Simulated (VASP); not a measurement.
# ZnO (P6_3/mmc) in VASP: notebook, part 2 of 2

VASP 6.6.1. The steps go on from the part before.

### Step 3. Single point, PBE+D3(BJ) (strain +0.0750 x Voigt [0, 0, 1, 0, 0, 0])

Input file INCAR:

```
ALGO = Normal
EDIFF = 1E-6
ENCUT = 520
GGA = PE
ISIF = 2
ISMEAR = 0
IVDW = 12
LASPH = T
LCHARG = F
LREAL = F
LWAVE = F
NBANDS = 26
NELM = 60
PREC = Accurate
SIGMA = 0.05
```

Input file KPOINTS:

```
k-points
0
Gamma
  12 12 6
```

Input file POSCAR:

```
ZnO
1.0
    3.2662751495      0.0000000000      0.0000000000
   -1.6331375747      2.8286772553      0.0000000000
    0.0000000000      0.0000000000      6.6315119697
Zn O
2 2
Direct
    0.0000000000      0.0000000000      0.7500000000
    0.0000000000      0.0000000000      0.2500000000
    0.3333333333      0.6666666667      0.2500000000
    0.6666666667      0.3333333333      0.7500000000
```

Potentials or basis: VASP PAW PBE potentials, release 64 (Zn, O).

Launch:

```sh
$ cat potpaw_PBE.64/Zn/POTCAR potpaw_PBE.64/O/POTCAR > POTCAR
$ mpirun -np 1 vasp_std > vasp.out
```

OUTCAR:

```text
EDIFF = 1E-6
   ENCUT = 520
   GGA = PE
   ISIF = 2
   ISMEAR = 0
   IVDW = 12
   LASPH = T
   LREAL = F
   NELM = 60
   PREC = Accurate
 IVDW          = 12

 ion  position               nearest neighbor table
   1  0.000  0.000  0.750-   4 1.89   4 1.89   4 1.89
   2  0.000  0.000  0.250-   3 1.89   3 1.89   3 1.89
   3  0.333  0.667  0.250-   2 1.89   2 1.89   2 1.89
   4  0.667  0.333  0.750-   1 1.89   1 1.89   1 1.89

  LATTYP: Found a hexagonal cell.
 ALAT       =     3.2662751495
 C/A-ratio  =     2.0302980203

  Lattice vectors:

 A1 = (   3.2662751495,   0.0000000000,   0.0000000000)
 A2 = (  -1.6331375747,   2.8286772553,   0.0000000000)
 A3 = (   0.0000000000,   0.0000000000,   6.6315119697)

Analysis of symmetry for initial positions (statically):
=====================================================================
 Subroutine PRICEL returns:
 Original cell was already a primitive cell.

 Routine SETGRP: Setting up the symmetry group for a
 hexagonal supercell.

 Subroutine GETGRP returns: Found 24 space group operations
 (whereof 12 operations were pure point group operations)
 out of a pool of 24 trial point group operations.

The static configuration has the point symmetry D_3d.
 The point group associated with its full space group is D_6h.

Analysis of symmetry for dynamics (positions and initial velocities):
=====================================================================
 Subroutine PRICEL returns:
 Original cell was already a primitive cell.

 Routine SETGRP: Setting up the symmetry group for a
 hexagonal supercell.

 Subroutine GETGRP returns: Found 24 space group operations
 (whereof 12 operations were pure point group operations)
 out of a pool of 24 trial point group operations.

[... 119 lines left out ...]
   EFERMI =   0.00;   METHOD = LEGACY
   ISMEAR =     0;   SIGMA  =   0.05  broadening in eV -4-tet -1-fermi 0-gaus
   EFERMI_NEDOS =   21; number of points for ismear=-14 and -15
   IALGO  =     38    algorithm
   IMIX   =      4    mixing-type and parameters
     AMIX     =   0.40;   BMIX     =  1.00
     AMIX_MAG =   1.60;   BMIX_MAG =  1.00
  volume/ion in A,a.u.               =      15.32       103.37
  Fermi-wavevector in a.u.,A,eV,Ry     =   1.371175  2.591144 25.580582  1.880120
  Thomas-Fermi vector in A             =   2.496895
   LORBIT       =      0    0 simple, 1 ext, 2 COOP (PROOUT), +10 PAW based schemes
   GGA     = PE    functional components
   LHFCALC =     F    Hartree Fock is set to
   AEXX    =    0.0000 exact exchange contribution
   IVDW    =    12    specifies the selected vdW correction
   LEPSILON=     F    determine dielectric tensor
   LRPA    =     F    only Hartree local field effects (RPA)
 non-spin polarized calculation
 Gauss-broadening in eV      SIGMA  =   0.05
  energy-cutoff  :      520.00
  volume of cell :       61.27
 maximum number of plane-waves:      1674
   NGX = 13   NGY = 13   NGZ = 25

 number of electron      36.0000045 magnetization

 Free energy of the ion-electron system (eV)
  ---------------------------------------------------
  ext. energy  EPLUGINS =         0.00000000
  ---------------------------------------------------
  free energy    TOTEN  =       -16.94241884 eV

  energy without entropy =      -16.94241884  energy(sigma->0) =      -16.94241884

 E-fermi :  -0.0633     XC(G=0):  -9.4232

 val. band max:       -0.3151943259   @ k =   0.0000   0.0000   0.0000
 cond. band min:       0.4407626762   @ k =   0.0000   0.0000   0.0000
 fundamental gap:      0.7559570021
 Fermi energy:        -0.0632749817

 k-point     1 :       0.0000    0.0000    0.0000
  band No.  band energies     occupation
      1     -17.9533      2.00000
      2     -17.8143      2.00000
      3      -6.5499      2.00000
      4      -6.5499      2.00000
      5      -6.5221      2.00000
      6      -6.5221      2.00000
[... 685 lines left out ...]
     25      12.4094      0.00000
     26      13.7869      0.00000

 [... further k-points ...]

------------------------ aborting loop because EDIFF is reached ----------------------------------------

 Edisp (eV)   -0.68899

 E8    (eV) :    -0.2605

  FORCE on cell =-STRESS in cart. coord.  units (eV):
  Direction    XX          YY          ZZ          XY          YZ          ZX
  --------------------------------------------------------------------------------------
  -------------------------------------------------------------------------------------
  Total       0.49636     0.49636    -0.47297     0.00000    -0.00000     0.00000
  in kB      12.97963    12.97963   -12.36780     0.00000    -0.00000     0.00000
  external pressure =        4.53 kB  Pullay stress =        0.00 kB

 VOLUME and BASIS-vectors are now :
 -----------------------------------------------------------------------------
  energy-cutoff  :      520.00
  volume of cell :       61.27
      direct lattice vectors                 reciprocal lattice vectors
     3.266275150  0.000000000  0.000000000     0.306159143  0.176761064  0.000000000
    -1.633137575  2.828677255  0.000000000     0.000000000  0.353522127  0.000000000
     0.000000000  0.000000000  6.631511970     0.000000000  0.000000000  0.150795174

 POSITION                                       TOTAL-FORCE (eV/Angst)
 -----------------------------------------------------------------------------------
      0.00000      0.00000      4.97363         0.000000     -0.000000     -0.000000
      0.00000      0.00000      1.65788        -0.000000      0.000000     -0.000000
     -0.00000      1.88578      1.65788        -0.000000      0.000000      0.000000
      1.63314      0.94289      4.97363        -0.000000     -0.000000      0.000000
 -----------------------------------------------------------------------------------
    total drift:                               -0.000000      0.000000     -0.000000

  FREE ENERGIE OF THE ION-ELECTRON SYSTEM (eV)
  ---------------------------------------------------
  free  energy   TOTEN  =       -17.6314122999 eV

  energy  without entropy=      -17.6314122999  energy(sigma->0) =      -17.63141230
```

OSZICAR:

```text
N       E                     dE             d eps       ncg     rms          rms(c)
DAV:   1     0.298036192089E+03    0.29804E+03   -0.18086E+04  3960   0.184E+03
DAV:   2     0.143945011419E+02   -0.28364E+03   -0.26348E+03  4212   0.393E+02
DAV:   3    -0.202198166003E+02   -0.34614E+02   -0.34190E+02  4444   0.141E+02
DAV:   4    -0.209549932100E+02   -0.73518E+00   -0.73367E+00  4444   0.215E+01
DAV:   5    -0.209591024152E+02   -0.41092E-02   -0.41088E-02  4418   0.161E+00    0.162E+01
DAV:   6    -0.167877163205E+02    0.41714E+01   -0.97797E+00  6826   0.726E+01    0.945E+00
DAV:   7    -0.169975585824E+02   -0.20984E+00   -0.33998E+00  4160   0.178E+01    0.570E+00
DAV:   8    -0.170090236301E+02   -0.11465E-01   -0.81033E-01  4770   0.734E+00    0.195E+00
DAV:   9    -0.169392150429E+02    0.69809E-01   -0.17618E-01  5748   0.649E+00    0.393E-01
DAV:  10    -0.169420181736E+02   -0.28031E-02   -0.43199E-02  4076   0.152E+00    0.124E-01
DAV:  11    -0.169423994198E+02   -0.38125E-03   -0.71355E-04  4178   0.478E-01    0.690E-02
DAV:  12    -0.169424108513E+02   -0.11431E-04   -0.29538E-04  5266   0.399E-01    0.153E-02
DAV:  13    -0.169424241704E+02   -0.13319E-04   -0.55533E-05  5260   0.110E-01    0.214E-02
DAV:  14    -0.169424187894E+02    0.53809E-05   -0.21954E-05  4960   0.483E-02    0.368E-03
DAV:  15    -0.169424188394E+02   -0.49980E-07   -0.45813E-06  4182   0.187E-02
   1 F= -.17631412E+02 E0= -.17631412E+02  d E =-.279464E-14
```

It took 44 s on 1 thread of Intel Xeon 6975P-C (Granite Rapids), shared host; peak memory 0.25 GiB.

What came out:

```yaml
Free_energy: -17.6314 eV
Pressure: 0.5 GPa
Band_gap_on_the_k_mesh: 0.76 eV
Dispersion_energy_per_atom: -0.172 eV
```

Stress tensor (GPa, compression positive):
```
 1.30  0.00  0.00
 0.00  1.30  0.00
 0.00  0.00 -1.24
```

Caveat: the cell differs from its parent crystal (strain +0.0750 x Voigt [0, 0, 1, 0, 0, 0]). A k mesh can miss the band edges.

### Step 4. Single point, PBE+D3(BJ) (strain +0.1125 x Voigt [0, 0, 1, 0, 0, 0])

Input file INCAR:

```
SYSTEM = ZnO
ALGO = Normal ; EDIFF = 1E-6
ENCUT = 520 ; GGA = PE
ISIF = 2 ; ISMEAR = 0
IVDW = 12 ; LASPH = .True.
LCHARG = .False. ; LREAL = .False.
LWAVE = .False. ; NBANDS = 26
NELM = 80 ; PREC = Accurate
SIGMA = 0.05
```

Input file KPOINTS:

```
k-points
0
Gamma
  12 12 6
  0 0 0
```

Edit POSCAR of step 3 so:

```diff
@@ -4,3 +4,3 @@
    -1.6331375747      2.8286772553      0.0000000000
-    0.0000000000      0.0000000000      6.6315119697
+    0.0000000000      0.0000000000      6.8628437826
 Zn O
```

Launch:

```sh
$ cat potpaw_PBE.64/Zn/POTCAR potpaw_PBE.64/O/POTCAR > POTCAR
$ mpirun -np 1 vasp_std > vasp.out
```

It took 48 s on 1 thread of Intel Xeon 6975P-C (Granite Rapids), shared host; peak memory 0.25 GiB.

It converged, with:

```yaml
Free_energy: -17.6140 eV
Pressure: 0.3 GPa
Band_gap_on_the_k_mesh: 0.79 eV
Dispersion_energy_per_atom: -0.165 eV
```

Stress tensor (GPa, compression positive):
```
 1.25  0.00  0.00
 0.00  1.25  0.00
 0.00  0.00 -1.50
```

Levels at points of the mesh, in eV from the valence-band top:
```tsv
k point	band 14	band 15	band 16	band 17	band 18	band 19	band 20	band 21	band 22	band 23
(0.00, 0.00, 0.00)	-1.75	-0.01	-0.01	0.00	0.00	0.79	3.60	5.27	11.54	11.68
(0.50, 0.00, 0.00)	-3.52	-1.95	-1.84	-0.98	-0.98	4.78	5.52	6.28	9.03	9.04
(0.00, 0.00, 0.50)	-2.66	-0.01	-0.01	-0.01	-0.01	2.02	2.02	7.57	7.57	13.25
(0.50, 0.00, 0.50)	-3.84	-1.89	-1.89	-0.94	-0.94	4.96	4.96	7.80	7.80	9.18
```

Caveat: the cell differs from its parent crystal (strain +0.1125 x Voigt [0, 0, 1, 0, 0, 0]). A k mesh can miss the band edges.

### Step 5. Overview

```csv
cell,gap on the mesh (eV),pressure (GPa)
"a = 3.266, b = 3.266, c = 6.400 Å, angles 90.0, 90.0, 120.0°, 4 atoms",0.73,0.6
"a = 3.266, b = 3.266, c = 6.632 Å, angles 90.0, 90.0, 120.0°, 4 atoms",0.76,0.5
"a = 3.266, b = 3.266, c = 6.863 Å, angles 90.0, 90.0, 120.0°, 4 atoms",0.79,0.3
```

Alike in all rows: task single point; level PBE+D3(BJ); potentials or basis VASP PAW PBE potentials, release 64 (Zn, O); no spin polarisation; k mesh 12 × 12 × 6; cutoff (eV) 520; smearing gaussian 0.05 eV.

Total energies depend on the potentials used, so only differences within one code and one set of settings carry meaning.
